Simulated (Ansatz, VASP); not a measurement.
## Zn2C: VASP beside Ansatz

POSCAR

```
Zn2C
1.0
    0.0000000000      2.6452335075      2.6452335075
    2.6452335075      0.0000000000      2.6452335075
    2.6452335075      2.6452335075      0.0000000000
C Zn
1 2
Direct
    0.0000000000      0.0000000000      0.0000000000
    0.2500000000      0.2500000000      0.2500000000
    0.7500000000      0.7500000000      0.7500000000
```

Contents of INCAR.step1:

```
SYSTEM = Zn2C
  PREC = Accurate
  ENCUT = 520
  EDIFF = 1E-5
  ISMEAR = -1
  SIGMA = 0.02
  LREAL = .FALSE.
  LASPH = .TRUE.
  NELM = 100
  ALGO = Normal
  ISIF = 2
  LWAVE = .TRUE.
  NBANDS = 21
  GGA = PE
  KPAR = 4
```

File INCAR.step2:

```
SYSTEM = Zn2C
  PREC = Accurate
  ENCUT = 520
  EDIFF = 1E-6
  ISMEAR = -1
  SIGMA = 0.02
  LREAL = .FALSE.
  LASPH = .TRUE.
  NELM = 100
  ALGO = Normal
  ISIF = 2
  LWAVE = .FALSE.
  LCHARG = .TRUE.
  GGA = PE
  LHFCALC = .TRUE.
  HFSCREEN = 0.2079
  PRECFOCK = Normal
  LVHAR = .TRUE.
  NBANDS = 21
  ISTART = 1
  KPAR = 4
```

Contents of KPOINTS:

```
Automatic mesh
0
G
  6 6 6
  0 0 0
```

Input for Ansatz:

```yaml
crystal:
  lattice:
    - [0.0, 2.6452335075, 2.6452335075]
    - [2.6452335075, 0.0, 2.6452335075]
    - [2.6452335075, 2.6452335075, 0.0]
  atoms:
    - { symbol: C, position: [0.0, 0.0, 0.0] }
    - { symbol: Zn, position: [0.25, 0.25, 0.25] }
    - { symbol: Zn, position: [0.75, 0.75, 0.75] }
kpoints:
  mp_grid: { grid: [6, 6, 6] }
  band_path:
    path:
      - [0.0, 0.0, 0.0]
      - [0.5, 0.0, 0.5]
      - [0.625, 0.25, 0.625]
      - [0.375, 0.375, 0.75]
      - [0.5, 0.5, 0.5]
      - [0.5, 0.25, 0.75]
    npoints: 1
hamiltonian:
  xc: hse06
scf:
  occupations: { method: fermi_dirac, width: 0.02 }
  n_extra_bands: 4
output:
  forces: true
  stress: true
  eigenvalues: true
  write_density: true
  write_potential: true
  elf: true
  volumetric_format: npy
```

Change from the starting cell: hydrostatic strain +2.6%.

Alike in both runs: task single point; functional HSE06; k mesh 6 × 6 × 6; occupations fermi-dirac, width 0.02 eV; no spin polarisation.

```csv
,VASP,Ansatz
version,VASP 6.6.1,Ansatz 0.2.0
potentials or method,"VASP PAW PBE potentials, release 64 (C, Zn)","plane waves, PAW"
plane-wave cutoff (eV),520,420
valence electrons in the cell,28,28
```

```csv
,VASP,Ansatz,Ansatz less VASP
pressure (GPa),-7.9,-8.2,-0.36
```

Ansatz's warnings: stress exchange threshold loose, stress scf threshold loose.
